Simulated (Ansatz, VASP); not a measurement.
Zr3N2: VASP beside Ansatz

```
Zr N
1.0
     1.63239    0.94246    7.88337
    -1.63239    0.94246    7.88337
     0.00000   -1.88492    7.88337
Zr N
3 2
Direct
  0.00000 0.00000 0.00000
  0.22241 0.22241 0.22241
  0.77759 0.77759 0.77759
  0.38871 0.38871 0.38871
  0.61129 0.61129 0.61129
```

Alike in both runs: functional r2SCAN; k mesh 6 × 6 × 6; occupations gaussian, width 0.1 eV; no spin polarisation.

Ansatz relaxed the structure, and its values are those at the end. VASP's run is a single point on that final structure, the one shown.

```csv
,VASP,Ansatz
version,VASP 6.6.1,Ansatz 0.2.0
potentials or method,"VASP PAW PBE potentials, release 64 (Zr_sv, N), cutoff 520 eV","scalar-relativistic, plane waves, PAW"
valence electrons in the cell,46,46
```

|  | VASP | Ansatz | Ansatz less VASP |
| --- | --- | --- | --- |
| gap on the k mesh at the Fermi level (eV) | none | none | - |
| pressure (GPa) | 0.2 | 0.0 | -0.18 |
| rms of the force components (eV/Å) | 0.012 | 0.002 | -0.0094 |

VASP's potentials were made for PBE, not for r2SCAN. A gap of «none» marks a metal or a gap that the smearing closes.

The k mesh is coarse, so the values compare programs but aren't converged.
